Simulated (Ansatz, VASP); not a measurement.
**Two plane-wave programs on Ni**

```
Ni
1.0
     0.00000    1.77200    1.77200
     1.77200    0.00000    1.77200
     1.77200    1.77200    0.00000
Ni
1
Direct
  0.00000 0.00000 0.00000
```

Change from the starting cell: parallel moments scaled by 0.1, free total moment.

Alike in both runs: task single point; functional PBEsol; k mesh 15 × 15 × 15; occupations fermi-dirac, width 0.1 eV; collinear spin.

|  | VASP | Ansatz |
| --- | --- | --- |
| version | VASP 6.6.1 | Ansatz 0.2.0 |
| potentials or method | VASP PAW PBE potentials, release 64 (Ni), cutoff 520 eV | PAW, plane waves, scalar-relativistic |
| valence electrons in the cell | 10 | 18 |

VASP gave:

```
pressure (GPa)                                                : -12.9
net moment per atom (μB)                                      : 0.63
size of the moment on the site where the two differ most (μB) : 0.64
```

Q: What did Ansatz give for the same quantities?

A: Pressure (GPa): -13.1; net moment per atom (μB): 0.64; size of the moment on the site where the two differ most (μB): 0.68.

VASP's potentials were made for PBE, not for PBEsol. Site moments also hang on the region over which each program counts them. VASP's potentials hold 10 valence electrons a cell and Ansatz's 18, so a difference there can come from the potentials and not from the codes.
